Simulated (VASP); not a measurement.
The system is CdS.

```
Cd S
1.0
     3.38691    0.00000    0.00000
     0.00000    3.38691    0.00000
     0.00000    0.00000    3.38691
Cd S
1 1
Direct
  0.00000 0.00000 0.00000
  0.50000 0.50000 0.50000
```

Base run:

| Quantity | Value |
| --- | --- |
| Program | VASP 6.6.1 |
| Functional | PBE |
| Potentials or basis | VASP PAW PBE potentials, release 64 (Cd, S) |
| Cutoff | 500 eV |
| k mesh | 6 × 6 × 6 |
| Occupations | methfessel-paxton, width 0.05 eV |
| Spin | no spin polarisation |

Its results: band gap on the k mesh zero (band 9 reaches 4.10 eV, above the bottom of band 10 at 3.07 eV); pressure 2.0 GPa.

Task: The run is repeated on the same cell with these changes: functional from PBE to PBEsol; occupations from methfessel-paxton, width 0.05 eV to fermi-dirac, width 0.02 eV. What comes out?

Result: Band gap on the k mesh zero (band 9 reaches 4.01 eV, above the bottom of band 10 at 2.88 eV); pressure -2.2 GPa.

Caveats: the PAW data sets were made with another functional, which shifts forces and pressure a little (some runs).
